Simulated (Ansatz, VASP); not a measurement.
C: VASP beside Ansatz

The input INCAR:

```
PREC     = Accurate       # precision mode
ENCUT    = 520            # plane-wave cutoff, eV
EDIFF    = 1E-7           # SCF threshold, eV
ISMEAR   = -1             # smearing method
SIGMA    = 0.05           # smearing width, eV
LREAL    = F              # projectors in reciprocal space
LASPH    = T              # aspherical terms in the spheres
NELM     = 100            # most SCF steps
ALGO     = Normal         # electronic algorithm
ISIF     = 2              # what is computed and relaxed
LWAVE    = F              # write WAVECAR
LCHARG   = F              # write CHGCAR
GGA      = PE             # functional
NBANDS   = 36             # bands
```

The input KPOINTS:

```
regular mesh
0
Gamma
  12 12 3
```

The input POSCAR:

```
C
1.0
    2.4880133891      0.0000000000      0.0000000000
   -1.2440066945      2.1546827999      0.0000000000
    0.0000000000      0.0000000000     12.1887106107
C
12
Direct
    0.6666666667      0.3333333333      0.3541700000
    0.3333333333      0.6666666667      0.8541700000
    0.6666666667      0.3333333333      0.1458300000
    0.3333333333      0.6666666667      0.6458300000
    0.6666666667      0.3333333333      0.4791700000
    0.3333333333      0.6666666667      0.9791700000
    0.6666666667      0.3333333333      0.0208300000
    0.3333333333      0.6666666667      0.5208300000
    0.0000000000      0.0000000000      0.8125000000
    0.0000000000      0.0000000000      0.3125000000
    0.0000000000      0.0000000000      0.6875000000
    0.0000000000      0.0000000000      0.1875000000
```

Contents of input.yaml:

```yaml
crystal:
  lattice:
    - [2.4880133891, 0.0, 0.0]
    - [-1.2440066945, 2.1546827999, 0.0]
    - [0.0, 0.0, 12.1887106107]
  atoms:
    - { symbol: C, position: [0.6666666667, 0.3333333333, 0.35417] }
    - { symbol: C, position: [0.3333333333, 0.6666666667, 0.85417] }
    - { symbol: C, position: [0.6666666667, 0.3333333333, 0.14583] }
    - { symbol: C, position: [0.3333333333, 0.6666666667, 0.64583] }
    - { symbol: C, position: [0.6666666667, 0.3333333333, 0.47917] }
    - { symbol: C, position: [0.3333333333, 0.6666666667, 0.97917] }
    - { symbol: C, position: [0.6666666667, 0.3333333333, 0.02083] }
    - { symbol: C, position: [0.3333333333, 0.6666666667, 0.52083] }
    - { symbol: C, position: [0.0, 0.0, 0.8125] }
    - { symbol: C, position: [0.0, 0.0, 0.3125] }
    - { symbol: C, position: [0.0, 0.0, 0.6875] }
    - { symbol: C, position: [0.0, 0.0, 0.1875] }
hamiltonian:
  xc: pbe
  pseudopotentials: { kind: paw, core: large }
kpoints:
  mp_grid: { grid: [12, 12, 3] }
scf:
  occupations: { method: fermi_dirac, width: 0.05 }
output:
  forces: true
  stress: true
  eigenvalues: true
```

Alike in both runs: task single point; functional PBE; k mesh 12 × 12 × 3; occupations fermi-dirac, width 0.05 eV; no spin polarisation.

|  | VASP | Ansatz |
| --- | --- | --- |
| version | VASP 6.6.1 | Ansatz 0.2.0 |
| potentials or method | VASP PAW PBE potentials, release 64 (C) | Ansatz PAW |
| plane-wave cutoff (eV) | 520 | 420 |
| valence electrons in the cell | 48 | 48 |

VASP gave:

* gap on the k mesh at the Fermi level (eV): 4.49
* least direct gap on the mesh (eV): 5.39
* pressure (GPa): 22.3
* traceless stress, the component that is largest in VASP (GPa): 6.07
* rms of the force components (eV/Å): 0.163

Question: Which values does Ansatz return?

Answer: gap on the k mesh at the Fermi level (eV): 4.49; least direct gap on the mesh (eV): 5.40; pressure (GPa): 21.5; traceless stress, the component that is largest in VASP (GPa): 6.06; rms of the force components (eV/Å): 0.163.

Atom by atom the forces differ by 0.001 eV/Å (rms over components).

Noted on Ansatz's run: Pulay correction over one GPa; odd divisions of the mesh miss points on the zone boundary, where band edges often lie, so the gap on the mesh can be too wide.
